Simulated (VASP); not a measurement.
Crystal: MnS.

```
Mn S
1.0
     0.00000    2.80000    2.80000
     2.80000    0.00000    2.80000
     2.80000    2.80000    0.00000
Mn S
1 1
Cartesian
  0.0000 0.0000 0.0000
  4.2000 4.2000 4.2000
```

```yaml
Program: VASP 6.6.1
Task: relaxation of cell and atoms
Functional: PBEsol
Potentials_or_basis: VASP PAW PBE potentials, release 64 (Mn_pv, S)
Cutoff: 600 eV
k_mesh: 14 × 14 × 14
Occupations: gaussian, width 0.1 eV
Spin: collinear spin, ferromagnetic start
Starting_moments: "[4.52, 0.12] μB"
```

At the start: pressure -2.1 GPa; volume 21.95 Å³/atom.

Where does the relaxation end?

Over 4 steps the energy falls by 9.5 meV/atom and the volume is 20.51 Å³/atom (-6.6 %); space group F-43m (No. 216, to 0.05 Å); moment 4.64 μB per cell.

The path:
```tsv
step	energy change (eV)	largest force (eV/Å)	pressure (GPa)	volume (Å³)
1	0.0000	0.0000	-2.11	43.90
2	-0.0164	0.0000	-0.77	42.09
3	-0.0188	0.0000	-0.11	41.18
4	-0.0189	0.0000	-0.02	41.02
```

Final structure:
```xyz
2
Lattice="0.0000 2.7374 2.7374 2.7374 0.0000 2.7374 2.7374 2.7374 0.0000" Properties=species:S:1:pos:R:3 pbc="T T T"
Mn    2.7374    2.7374    5.4748
S     4.1061    4.1061    4.1061
```

Caveat: the PAW data sets were made with another functional, which shifts forces and pressure a little; a cell with one magnetic atom can't hold antiferromagnetic order, which such compounds often take.
